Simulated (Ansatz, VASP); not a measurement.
BAs in VASP and in Ansatz

INCAR

```
PREC = Accurate ; ENCUT = 500
EDIFF = 1E-6 ; ISMEAR = 0
SIGMA = 0.05 ; LREAL = F
LASPH = T ; NELM = 120
ALGO = Normal ; ISIF = 2
LWAVE = F ; LCHARG = F
GGA = RE ; IVDW = 12
NBANDS = 11 ; GGA_COMPAT = F
```

The input KPOINTS:

```
Automatic mesh
0
Gamma
  8 8 8
```

The input POSCAR:

```
BAs
1.0
    0.0000000000      2.3552787918      2.3552787918
    2.3552787918      0.0000000000      2.3552787918
    2.3552787918      2.3552787918      0.0000000000
B As
1 1
Direct
    0.0000000000      0.0000000000      0.0000000000
    0.7500000000      0.7500000000      0.7500000000
```

Input for Ansatz:

```yaml
crystal:
  lattice:
    - [0.0, 2.3552787918, 2.3552787918]
    - [2.3552787918, 0.0, 2.3552787918]
    - [2.3552787918, 2.3552787918, 0.0]
  atoms:
    - { symbol: B, position: [0.0, 0.0, 0.0] }
    - { symbol: As, position: [0.75, 0.75, 0.75] }
basis:
  ecutwfc: 420
  ecutrho_ratio: 4
kpoints:
  mp_grid: { grid: [8, 8, 8] }
hamiltonian:
  xc: revpbe
  dispersion: d3bj
scf:
  occupations: { method: gaussian, width: 0.05 }
output:
  forces: true
  stress: true
  eigenvalues: true
```

Alike in both runs: task single point; functional revPBE; dispersion D3(BJ); k mesh 8 × 8 × 8; occupations gaussian, width 0.05 eV; no spin polarisation.

|  | VASP | Ansatz |
| --- | --- | --- |
| version | VASP 6.6.1 | Ansatz 0.2.0 |
| potentials or method | VASP PAW PBE potentials, release 64 (B, As), cutoff 500 eV | scalar-relativistic, plane waves, PAW |
| valence electrons in the cell | 8 | 18 |

Ansatz gave:

- gap on the k mesh at the Fermi level (eV): 1.17
- least direct gap on the mesh (eV): 3.33
- pressure (GPa): 3.0

Question: Estimate VASP's values.

Answer: gap on the k mesh at the Fermi level (eV): 1.16; least direct gap on the mesh (eV): 3.33; pressure (GPa): 3.7.

VASP's potentials were made for PBE, not for revPBE. VASP's potentials hold 8 valence electrons a cell and Ansatz's 18, so a difference there can come from the potentials and not from the codes.
